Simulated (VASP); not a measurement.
Set up this calculation in VASP 6.6.1, as the native input.

```
Task                   : single point
Functional             : PBE
Potentials or basis    : VASP PAW PBE potentials, release 64 (Zn, O)
Cutoff                 : 520 eV
k mesh                 : 8 × 8 × 6
Occupations            : gaussian, width 0.05 eV
Spin                   : no spin polarisation
Dipole correction      : no
Further INCAR settings : ALGO = Normal; EDIFF = 1e-06; NBANDS = 26
```

The structure of ZnO lies in POSCAR:

```
ZnO
1.0
    3.2419811878      0.0000000000      0.0000000000
   -1.6209905939      2.8076380673      0.0000000000
    0.0000000000      0.0000000000      5.2276401338
Zn O
2 2
Direct
    0.3333333333      0.6666666667      0.0014489149
    0.6666666667      0.3333333333      0.5014489149
    0.3333333333      0.6666666667      0.3806510851
    0.6666666667      0.3333333333      0.8806510851
```

One way to write it, as run:

INCAR

```
SYSTEM = ZnO
PREC     = Accurate       ! precision mode
ENCUT    = 520            ! plane-wave cutoff, eV
EDIFF    = 1E-6           ! SCF threshold, eV
ISMEAR   = 0              ! smearing method
SIGMA    = 0.05           ! smearing width, eV
LREAL    = .False.        ! projectors in reciprocal space
LASPH    = .True.         ! aspherical terms in the spheres
NELM     = 60             ! most SCF steps
ALGO     = Normal         ! electronic algorithm
ISIF     = 2              ! what is computed and relaxed
LWAVE    = .False.        ! write WAVECAR
LCHARG   = .True.         ! write CHGCAR
GGA      = PE             ! functional
LELF     = .True.         ! ELF
LVHAR    = .True.       
NBANDS   = 26             ! bands
```

KPOINTS

```
Automatic mesh
0
Gamma
  8 8 6
  0 0 0
```

Potentials or basis: VASP PAW PBE potentials, release 64 (Zn, O).

The run is started by

```bash
$ cat potpaw_PBE.64/Zn/POTCAR potpaw_PBE.64/O/POTCAR > POTCAR
$ mpirun -np 1 vasp_std > vasp.out
```

Results of the run:

```
Pressure               : 6.1 GPa
Band gap on the k mesh : 0.78 eV, direct
```

Wall time 34 s on 1 thread of AMD EPYC 9R14 (Zen 4), on a shared host, peak memory 0.15 GiB.
